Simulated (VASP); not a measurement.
Input of a VASP 6.6.1 run:

File INCAR:

```
PREC = Accurate ; ENCUT = 600
EDIFF = 1E-8 ; ISMEAR = -1
SIGMA = 0.15 ; LREAL = F
LASPH = T ; NELM = 80
ALGO = Normal ; ISIF = 3
LWAVE = F ; LCHARG = F
GGA = PS ; IBRION = 6
NFREE = 2 ; POTIM = 0.015
NSW = 1
```

Contents of KPOINTS:

```
regular mesh
0
Gamma
  12 12 12
```

File POSCAR:

```
Ba
1.0
   -2.4453242975      2.4453242975      2.4453242975
    2.4453242975     -2.4453242975      2.4453242975
    2.4453242975      2.4453242975     -2.4453242975
Ba
1
Direct
    0.0000000000      0.0000000000      0.0000000000
```

Potentials or basis: VASP PAW PBE potentials, release 64 (Ba_sv).

Run with:

```sh
$ cat potpaw_PBE.64/Ba_sv/POTCAR > POTCAR
$ mpirun -np 1 vasp_std > vasp.out
```

(1) What does it give for the elastic constants C11, C12, C44?

(2) Estimate the Voigt bulk modulus.

Results:

(1) 12, 8, 11 GPa.

(2) 9 GPa.

Caveat: the PAW data sets were made with another functional, which shifts forces and pressure a little.
